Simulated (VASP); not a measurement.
Crystal: CO2.

```
C O
1.0
     3.51610    0.00000    0.00000
     0.00000    3.51610    0.00000
     0.00000    0.00000    4.10430
C O
2 4
Direct
  0.00000 0.00000 0.00000
  0.50000 0.50000 0.50000
  0.23000 0.23000 0.00000
  0.27000 0.73000 0.50000
  0.77000 0.77000 0.00000
  0.73000 0.27000 0.50000
```

```yaml
Program: VASP 6.6.1
Task: relaxation of cell and atoms
Functional: BLYP
Dispersion: D3(BJ)
Potentials_or_basis: VASP PAW PBE potentials, release 64 (C_h, O_h)
Cutoff: 1340 eV
k_mesh: 5 × 5 × 5
Occupations: gaussian, width 0.01 eV
Spin: no spin polarisation
```

At the start: pressure 34.0 GPa; volume 8.46 Å³/atom.

**Question.** Where does the relaxation end?

**Answer.** Over 17 steps the energy falls by 283.0 meV/atom and the volume is 14.44 Å³/atom (+70.7 %); space group P4_2/mnm (No. 136, to 0.1 Å) before and after.

The path:
| step | energy change (eV) | largest force (eV/Å) | pressure (GPa) | volume (Å³) |
| --- | --- | --- | --- | --- |
| 1 | 0.0000 | 1.5929 | 34.00 | 50.74 |
| 2 | 2.9162 | 9.9301 | -33.42 | 65.08 |
| 3 | -0.2827 | 3.0336 | 7.46 | 53.69 |
| 4 | -1.2615 | 2.4170 | -2.40 | 65.74 |
| 5 | -1.5094 | 2.0585 | -4.07 | 73.68 |
| 6 | -1.6459 | 1.0174 | -3.63 | 91.43 |
| 7 | -1.6510 | 1.2933 | -3.67 | 85.30 |
| 8 | -0.2442 | 10.1700 | 30.85 | 78.41 |
| 9 | -1.6834 | 0.1724 | -0.28 | 84.28 |
| 10 | -1.6837 | 0.0731 | 0.03 | 84.20 |
| 11 | -1.6837 | 0.0441 | 0.11 | 84.18 |
| 12 | -1.6849 | 0.0392 | 0.11 | 84.29 |
| 13 | -1.6882 | 0.0219 | 0.11 | 84.62 |
| 14 | -1.6932 | 0.0202 | 0.14 | 85.27 |
| 15 | -1.6974 | 0.1343 | 0.28 | 86.51 |
| 16 | -1.6975 | 0.1264 | -0.49 | 86.73 |
| 17 | -1.6978 | 0.0042 | -0.13 | 86.63 |

Final structure:
```yaml
crystal:
  lattice:
    - [4.23039, 0.00000, 0.00000]
    - [0.00000, 4.23039, 0.00000]
    - [0.00000, 0.00000, 4.84066]
  atoms:
    - { symbol: C, position: [0.00000, 0.00000, 0.00000] }
    - { symbol: C, position: [0.50000, 0.50000, 0.50000] }
    - { symbol: O, position: [0.19552, 0.19552, 0.00000] }
    - { symbol: O, position: [0.30448, 0.69552, 0.50000] }
    - { symbol: O, position: [0.80448, 0.80448, 0.00000] }
    - { symbol: O, position: [0.69552, 0.30448, 0.50000] }
```

Caveat: the volume moved by over 15 % at a fixed basis, so the end points are rough; the PAW data sets were made with another functional, which shifts forces and pressure a little.
